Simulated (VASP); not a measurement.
# AlH5 (P6/mmm) in VASP: further runs

AlH5 is run at these levels: PBE; tasks: single point, relaxation of cell and atoms.

All numbers are computed with VASP 6.6.1; they aren't measurements. Logs are shortened: lines on timing, memory, paths and dates and some standing lists are left out, and cuts for length are marked.

### Step 1. The cell of the first run

Symmetry: P6/mmm, No. 191, hexagonal system. The conventional cell has a = 3.190 Å, b = 3.190 Å, c = 3.717 Å, α = 90.00°, β = 90.00°, γ = 120.00°. Al (site symmetry 6/mmm) has 6 H at 1.84 Å within 2.4 Å. Within 2.1 Å of H (site symmetry mmm) lie 8 H at 1.60 to 2.07 Å. Within 2.4 Å of H (site symmetry -6m2) lie 3 Al at 1.84 Å and 9 H at 1.84 to 2.07 Å.

### Step 2. Single point, PBE

File INCAR:

```
PREC = Accurate ; ENCUT = 520
EDIFF = 1E-6 ; ISMEAR = 0
SIGMA = 0.1 ; LREAL = F
LASPH = T ; NELM = 80
ALGO = Normal ; ISIF = 2
LWAVE = F ; LCHARG = F
GGA = PE ; NBANDS = 13
```

File KPOINTS:

```
regular mesh
0
Gamma
  6 6 6
```

File POSCAR:

```
AlH5
1.0
    3.1900224681      0.0000000000      0.0000000000
   -1.5950112340      2.7626404960      0.0000000000
    0.0000000000      0.0000000000      3.7174439579
Al H
1 5
Direct
    0.0000000000      0.0000000000      0.0000000000
    0.5000000000      0.0000000000      0.5000000000
    0.5000000000      0.5000000000      0.5000000000
    0.0000000000      0.5000000000      0.5000000000
    0.3333333333      0.6666666667      0.0000000000
    0.6666666667      0.3333333333      0.0000000000
```

Potentials or basis: VASP PAW PBE potentials, release 64 (Al, H).

Launch:

```
$ cat potpaw_PBE.64/Al/POTCAR potpaw_PBE.64/H/POTCAR > POTCAR
$ mpirun -np 1 vasp_std > vasp.out
```

OUTCAR:

```text
PREC = Accurate
   ENCUT = 520
   EDIFF = 1E-6
   ISMEAR = 0
   LREAL = F
   LASPH = T
   NELM = 80
   ISIF = 2
   GGA = PE

 ion  position               nearest neighbor table
   1  0.000  0.000  0.000-   5 1.84   6 1.84   5 1.84   6 1.84   6 1.84   5 1.84
   2  0.500  0.000  0.500-
   3  0.500  0.500  0.500-
   4  0.000  0.500  0.500-
   5  0.333  0.667  0.000-   1 1.84   1 1.84   1 1.84
   6  0.667  0.333  0.000-   1 1.84   1 1.84   1 1.84

  LATTYP: Found a hexagonal cell.
 ALAT       =     3.1900224681
 C/A-ratio  =     1.1653347257

  Lattice vectors:

 A1 = (   3.1900224681,   0.0000000000,   0.0000000000)
 A2 = (  -1.5950112340,   2.7626404960,   0.0000000000)
 A3 = (   0.0000000000,   0.0000000000,   3.7174439579)

Analysis of symmetry for initial positions (statically):
=====================================================================
 Subroutine PRICEL returns:
 Original cell was already a primitive cell.

 Routine SETGRP: Setting up the symmetry group for a
 hexagonal supercell.

 Subroutine GETGRP returns: Found 24 space group operations
 (whereof 24 operations were pure point group operations)
 out of a pool of 24 trial point group operations.

The static configuration has the point symmetry D_6h.

Analysis of symmetry for dynamics (positions and initial velocities):
=====================================================================
 Subroutine PRICEL returns:
 Original cell was already a primitive cell.

 Routine SETGRP: Setting up the symmetry group for a
 hexagonal supercell.

 Subroutine GETGRP returns: Found 24 space group operations
 (whereof 24 operations were pure point group operations)
 out of a pool of 24 trial point group operations.

The dynamic configuration has the point symmetry D_6h.

 Subroutine INISYM returns: Found 24 space group operations
 (whereof 24 operations are pure point group operations),
 and found     1 'primitive' translations

----------------------------------------------------------------------------------------

                                     Primitive cell

  volume of cell :      32.7614

  direct lattice vectors                    reciprocal lattice vectors
     3.190022468  0.000000000  0.000000000     0.313477416  0.180986270  0.000000000
    -1.595011234  2.762640496  0.000000000     0.000000000  0.361972541  0.000000000
     0.000000000  0.000000000  3.717443958     0.000000000  0.000000000  0.269002038

  length of vectors
     3.190022468  3.190022468  3.717443958     0.361972541  0.361972541  0.269002038

  position of ions in fractional coordinates (direct lattice)
     0.000000000  0.000000000  0.000000000
     0.500000000  0.000000000  0.500000000
     0.500000000  0.500000000  0.500000000
     1.000000000  0.500000000  0.500000000
     0.333333333  0.666666667  0.000000000
     0.666666667  0.333333333  0.000000000

  ion indices of the primitive-cell ions
   primitive index   ion index
                 1           1
                 2           2
                 3           3
                 4           4
                 5           5
                 6           6

----------------------------------------------------------------------------------------

 KPOINTS: regular mesh

Automatic generation of k-mesh.
 Grid dimensions read from file:
 generate k-points for:    6    6    6

 Generating k-lattice:

  Cartesian coordinates                     Fractional coordinates (reciprocal lattice)
     0.052246236  0.030164378  0.000000000     0.166666667  0.000000000  0.000000000
     0.000000000  0.060328757  0.000000000     0.000000000  0.166666667  0.000000000
     0.000000000  0.000000000  0.044833673     0.000000000  0.000000000  0.166666667

  Length of vectors
     0.060328757  0.060328757  0.044833673

  Shift w.r.t. Gamma in fractional coordinates (k-lattice)
     0.000000000  0.000000000  0.000000000

 Subroutine IBZKPT returns following result:
 ===========================================

 Found     28 irreducible k-points:

 Following reciprocal coordinates:
            Coordinates               Weight
  0.000000  0.000000  0.000000      1.000000
  0.166667 -0.000000  0.000000      6.000000
  0.333333 -0.000000  0.000000      6.000000
  0.500000 -0.000000  0.000000      3.000000
  0.166667  0.166667  0.000000      6.000000
  0.333333  0.166667  0.000000     12.000000
[... 16 lines left out ...]
  0.166667 -0.000000  0.500000      6.000000
  0.333333 -0.000000  0.500000      6.000000
 [... further k-points ...]
   k-points           NKPTS =     28   k-points in BZ     NKDIM =     28   number of bands    NBANDS=     13
   number of dos      NEDOS =    301   number of ions     NIONS =      6
   total plane-waves  NPLWV =  16128
   dimension x,y,z NGX =    24 NGY =   24 NGZ =   28
   dimension x,y,z NGXF=    48 NGYF=   48 NGZF=   56
   ions per type =               1   5
   NGX,Y,Z   is equivalent  to a cutoff of  12.51, 12.51, 12.52 a.u.
   NGXF,Y,Z  is equivalent  to a cutoff of  25.01, 25.01, 25.04 a.u.
 SYSTEM =  unknown system
   PREC   = accura    normal or accurate (medium, high low for compatibility)
   ISTART =      0    job   : 0-new  1-cont  2-samecut
   ICHARG =      2    charge: 1-file 2-atom 10-const
   ISPIN  =      1    spin polarized calculation?
   LNONCOLLINEAR =      F non collinear calculations
   LSORBIT =      F    spin-orbit coupling
   LASPH  =      T    aspherical Exc in radial PAW
   ENCUT  =  520.0 eV  38.22 Ry    6.18 a.u.   5.93  5.93  6.91*2*pi/ulx,y,z
   NELM   =     80;   NELMIN=  2; NELMDL= -5     # of ELM steps
   EDIFF  = 0.1E-05   stopping-criterion for ELM
   LREAL  =      F    real-space projection
   EDIFFG = 0.1E-04   stopping-criterion for IOM
   NSW    =      0    number of steps for IOM
   IBRION =     -1    ionic relax: 0-MD 1-quasi-New 2-CG
   NFREE  =      0    steps in history (QN), initial steepest desc. (CG)
   ISIF   =      2    stress and relaxation
   ISYM   =      2    0-nonsym 1-usesym 2-fastsym
   POTIM  = 0.5000    time-step for ionic-motion
   TEBEG  =    0.0;   TEEND  =   0.0 temperature during run
   PSTRESS=    0.0 pullay stress
   NELECT =       8.0000    total number of electrons
   NUPDOWN=      -1.0000    fix difference up-down
   EMIN   =  10.00;   EMAX   =-10.00  energy-range for DOS
   EFERMI =   0.00;   METHOD = LEGACY
   ISMEAR =     0;   SIGMA  =   0.10  broadening in eV -4-tet -1-fermi 0-gaus
   EFERMI_NEDOS =   21; number of points for ismear=-14 and -15
   IALGO  =     38    algorithm
   IMIX   =      4    mixing-type and parameters
     AMIX     =   0.40;   BMIX     =  1.00
     AMIX_MAG =   1.60;   BMIX_MAG =  1.00
  volume/ion in A,a.u.               =       5.46        36.85
  Fermi-wavevector in a.u.,A,eV,Ry     =   1.023255  1.933672 14.245998  1.047051
  Thomas-Fermi vector in A             =   2.156979
   LORBIT       =      0    0 simple, 1 ext, 2 COOP (PROOUT), +10 PAW based schemes
   GGA     = PE    functional components
   LHFCALC =     F    Hartree Fock is set to
   AEXX    =    0.0000 exact exchange contribution
   IVDW    =     0    specifies the selected vdW correction
   LEPSILON=     F    determine dielectric tensor
   LRPA    =     F    only Hartree local field effects (RPA)
 non-spin polarized calculation
 Gauss-broadening in eV      SIGMA  =   0.10
  energy-cutoff  :      520.00
  volume of cell :       32.76
 maximum number of plane-waves:       906
 NGX is ok and might be reduce to    24
   NGX = 11   NGY = 11   NGZ = 13

 number of electron       7.9999998 magnetization

 Free energy of the ion-electron system (eV)
  ---------------------------------------------------
  ext. energy  EPLUGINS =         0.00000000
  ---------------------------------------------------
  free energy    TOTEN  =       -15.89101048 eV

  energy without entropy =      -15.88650541  energy(sigma->0) =      -15.88875794

 E-fermi :   4.8934     XC(G=0): -10.3202

 val. band max:        4.8309529869   @ k =   0.3333   0.1667   0.5000
 cond. band min:       4.9260116588   @ k =   0.3333   0.3333   0.3333
 fundamental gap:      0.0950586719
 Fermi energy:         4.8933824807

 k-point     1 :       0.0000    0.0000    0.0000
  band No.  band energies     occupation
      1      -8.5406      2.00000
      2      -0.6749      2.00000
      3       5.0516      0.02527
      4       6.7999      0.00000
      5       8.3822      0.00000
      6       8.3822      0.00000
      7      11.9655      0.00000
      8      11.9655      0.00000
      9      12.6544      0.00000
     10      16.4887      0.00000
     11      16.4887      0.00000
     12      19.9204      0.00000
     13      21.3799      0.00000

 k-point     2 :       0.1667   -0.0000    0.0000
  band No.  band energies     occupation
      1      -8.0266      2.00000
      2      -0.2082      2.00000
      3       3.7277      2.00000
      4       5.5591      0.00000
      5       7.3432      0.00000
      6       7.9796      0.00000
      7      10.0153      0.00000
      8      13.0662      0.00000
      9      15.1509      0.00000
     10      16.8596      0.00000
     11      17.5597      0.00000
     12      18.3454      0.00000
     13      20.0827      0.00000

 k-point     3 :       0.3333   -0.0000    0.0000
  band No.  band energies     occupation
      1      -6.5234      2.00000
      2      -0.2720      2.00000
      3       1.1423      2.00000
      4       5.9697      0.00000
      5       6.1470      0.00000
      6       7.0766      0.00000
      7       7.8852      0.00000
      8      13.1960      0.00000
      9      13.3527      0.00000
     10      16.3808      0.00000
     11      18.6921      0.00000
     12      19.8144      0.00000
     13      20.3955      0.00000
[... 305 lines left out ...]
 k-point    23 :       0.1667   -0.0000    0.5000
  band No.  band energies     occupation
      1      -6.0092      2.00000
      2      -4.9620      2.00000
      3       5.0596      0.01871
      4       6.7711      0.00000
      5       8.6485      0.00000
      6       9.7812      0.00000
      7      10.9838      0.00000
      8      11.5965      0.00000
      9      14.5689      0.00000
     10      16.1948      0.00000
     11      16.6595      0.00000
     12      17.6774      0.00000
     13      17.7674      0.00000

 k-point    24 :       0.3333   -0.0000    0.5000
  band No.  band energies     occupation
      1      -4.5488      2.00000
      2      -3.4681      2.00000
      3       1.5340      2.00000
      4       2.7724      2.00000
      5       7.6621      0.00000
      6       7.9994      0.00000
      7       9.5726      0.00000
      8      10.4809      0.00000
      9      17.2413      0.00000
     10      17.3038      0.00000
     11      20.6273      0.00000
     12      20.8019      0.00000
     13      22.0547      0.00000

 [... further k-points ...]
[... 5 lines left out ...]
  --------------------------------------------------------------------------------------
  -------------------------------------------------------------------------------------
  Total       -0.0860971     -0.0860971     -0.0342981     -0.0000000     -0.0000000      0.0000000
  in kB       -4.2105291     -4.2105291     -1.6773289     -0.0000000     -0.0000000      0.0000000
  external PRESSURE =      -3.3661291 kB  Pullay stress =       0.0000000 kB

 VOLUME and BASIS-vectors are now :
 -----------------------------------------------------------------------------
  energy-cutoff  :      520.00
  volume of cell :       32.76
      direct lattice vectors                 reciprocal lattice vectors
     3.190022468  0.000000000  0.000000000     0.313477416  0.180986270  0.000000000
    -1.595011234  2.762640496  0.000000000     0.000000000  0.361972541  0.000000000
     0.000000000  0.000000000  3.717443958     0.000000000  0.000000000  0.269002038

 POSITION                                       TOTAL-FORCE (eV/Angst)
 -----------------------------------------------------------------------------------
      0.00000      0.00000      0.00000        -0.000000      0.000000      0.000000
      1.59501      0.00000      1.85872        -0.000000      0.000000      0.000000
      0.79751      1.38132      1.85872        -0.000000      0.000000      0.000000
     -0.79751      1.38132      1.85872        -0.000000      0.000000      0.000000
     -0.00000      1.84176      0.00000        -0.000000      0.000000     -0.000000
      1.59501      0.92088      0.00000         0.000000     -0.000000      0.000000
 -----------------------------------------------------------------------------------
    total drift:                               -0.000000     -0.000000      0.000000

  FREE ENERGIE OF THE ION-ELECTRON SYSTEM (eV)
  ---------------------------------------------------
  free  energy   TOTEN  =       -15.8910104772 eV

  energy  without entropy=      -15.8865054102  energy(sigma->0) =      -15.88875794
```

Wall time 11 s (1 thread of AMD EPYC 7R13 (Zen 3), shared host); peak memory 0.11 GiB.

Results:

* Free energy: -15.8910 eV
* Pressure: -0.3 GPa
* Band gap on the k mesh: zero (band 4 reaches 9.34 eV, above the bottom of band 5 at 1.52 eV)

Stress tensor (GPa, compression positive):
```
-0.42  0.00  0.00
 0.00 -0.42  0.00
 0.00  0.00 -0.17
```

Caveat: the k points lie up to 0.38 Å⁻¹ apart.

### Step 3. Relaxation of cell and atoms, PBE

This run uses another cell than the first one, of 9.40 Å³/atom, 1.722 times its volume.

File INCAR:

```
PREC = Accurate
ENCUT = 600
EDIFF = 1E-7
ISMEAR = 0
SIGMA = 0.1
LREAL = F
LASPH = T
NELM = 80
ALGO = Normal
ISIF = 3
LWAVE = F
LCHARG = F
GGA = PE
IBRION = 2
NSW = 90
EDIFFG = -0.04
```

File KPOINTS:

```
Automatic mesh
0
Gamma
  6 6 6
```

File POSCAR:

```
AlH5
1.0
    4.2748618200      0.0000000000      0.0000000000
   -2.1374309100      3.7021389300      0.0000000000
    0.0000000000      0.0000000000      3.5638478800
Al H
1 5
Direct
    0.0000000000      0.0000000000      0.0000000000
    0.5000000000      0.0000000000      0.5000000000
    0.5000000000      0.5000000000      0.5000000000
    0.0000000000      0.5000000000      0.5000000000
    0.3333333300      0.6666666700      0.0000000000
    0.6666666700      0.3333333300      0.0000000000
```

Potentials or basis: VASP PAW PBE potentials, release 64 (Al, H).

Launch:

```
$ cat potpaw_PBE.64/Al/POTCAR potpaw_PBE.64/H/POTCAR > POTCAR
$ mpirun -np 1 vasp_std > vasp.out
```

Wall time 2.5 min (1 thread of AMD EPYC 7R13 (Zen 3), shared host); peak memory 0.16 GiB.

The run converged. Its results:

```
Free energy                            : -15.8930 eV
Relaxed volume                         : 5.42 Å³/atom
Relaxed cell                           : a = 3.187 Å, b = 3.187 Å, c = 3.693 Å, α = 90.00°, β = 90.00°, γ = 120.00°
Space group after relaxing (to 0.05 Å) : P6/mmm (No. 191)
Energy gained by relaxing              : 554.3 meV/atom
Ionic steps                            : 16
Pressure after relaxing                : 0.2 GPa
Band gap on the k mesh                 : zero (band 4 reaches 9.41 eV, above the bottom of band 5 at 1.55 eV)
```

Stress tensor (GPa, compression positive):
```
-0.23  0.00  0.00
 0.00 -0.23  0.00
 0.00  0.00  1.15
```

The path:
```
step  energy change (eV)  largest force (eV/Å)  pressure (GPa)  volume (Å³)
   1              0.0000                0.0000          -18.68        56.40
   2             -1.0304                0.0000          -19.65        47.92
   3             -2.7230                0.0000            6.39        27.64
   4             -2.7359                0.0000           -2.70        30.10
   5             -2.7467                0.0000            0.38        29.15
   6             -2.8362                0.0000            1.89        28.81
   7             -2.8591                0.0000            2.66        28.70
   8             -2.9117                0.0000            4.34        28.45
   9             -2.9955                0.0000            8.90        27.91
  10             -3.0017                0.0000           20.73        26.69
  11             -3.0260                0.0000           17.25        27.02
  12             -3.0748                0.0000           16.71        27.34
  13             -3.1266                0.0000           15.69        28.15
  14             -3.1964                0.0000           12.08        28.94
  15             -3.3133                0.0000            3.40        31.39
  16             -3.3257                0.0000            0.23        32.49
```

Final structure:
```xyz
6
Lattice="3.1874 0.0000 0.0000 -1.5937 2.7604 0.0000 0.0000 0.0000 3.6933" Properties=species:S:1:pos:R:3 pbc="T T T"
Al    0.0000    0.0000    3.6933
H     1.5937    0.0000    1.8466
H     0.7968    1.3802    1.8466
H    -0.7968    1.3802    1.8466
H     0.0000    1.8402    0.0000
H     1.5937    0.9201    3.6933
```

Levels at points of the mesh, in eV from the Fermi level:
| k point | band 2 | band 3 | band 4 | band 5 | band 6 | band 7 |
| --- | --- | --- | --- | --- | --- | --- |
| (0.00, 0.00, 0.00) | -5.51 | 0.21 | 1.89 | 3.45 | 3.45 | 7.05 |
| (0.50, 0.00, 0.00) | -7.90 | -2.29 | -0.46 | 0.77 | 1.97 | 4.43 |
| (0.00, 0.00, 0.50) | -10.41 | 2.23 | 4.44 | 4.44 | 7.77 | 7.84 |
| (0.50, 0.00, 0.50) | -6.57 | -5.81 | -4.91 | 2.36 | 2.55 | 4.21 |

Caveat: the volume moved by over 15 % at a fixed basis, so the end points are rough.
